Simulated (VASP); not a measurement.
Runs of VASP 6.6.1 on V. The structure is that of space group P6_3/mmc (No. 194), or close to it. The cells are those of the table. This isn't the form of V at room conditions, which is bcc.

| task | cell | k mesh | smearing | gap on the mesh (eV) | pressure (GPa) | relaxed volume (Å³/atom) |
| --- | --- | --- | --- | --- | --- | --- |
| relaxation of cell and atoms | relaxed from a = 2.534, b = 2.534, c = 4.631 Å, angles 90.0, 90.0, 120.0°, 2 atoms | 15 × 15 × 8 | gaussian 0.1 eV | none | 0.0 | (b) |
| single point | a = 2.543, b = 2.543, c = 4.621 Å, angles 90.0, 90.0, 120.0°, 2 atoms | 15 × 15 × 8 | fermi-dirac 0.15 eV | none | 0.4 | - |
| relaxation of cell and atoms | relaxed from a = 2.537, b = 2.537, c = 4.622 Å, angles 90.0, 90.0, 120.0°, 2 atoms | 15 × 15 × 8 | fermi-dirac 0.15 eV | none | 0.0 | 12.96 |
| single point | a = 2.534, b = 2.534, c = 4.631 Å, angles 90.0, 90.0, 120.0°, 2 atoms | 9 × 9 × 4 | gaussian 0.1 eV | none | 0.7 | - |
| single point | a = 2.692, b = 2.692, c = 4.397 Å, angles 90.0, 90.0, 120.0°, 2 atoms | 9 × 9 × 4 | gaussian 0.1 eV | none | (a) | - |

Alike in all rows: level LDA; potentials or basis VASP PAW LDA potentials, release 64 (V_sv); no spin polarisation; cutoff (eV) 500.

Task: Fill in the values left out.

Result: (a) -11.4; (b) 12.91.

Caveats: the cell stands under tension (at least some runs).

A gap of «none» marks levels without a gap at the run's occupations.
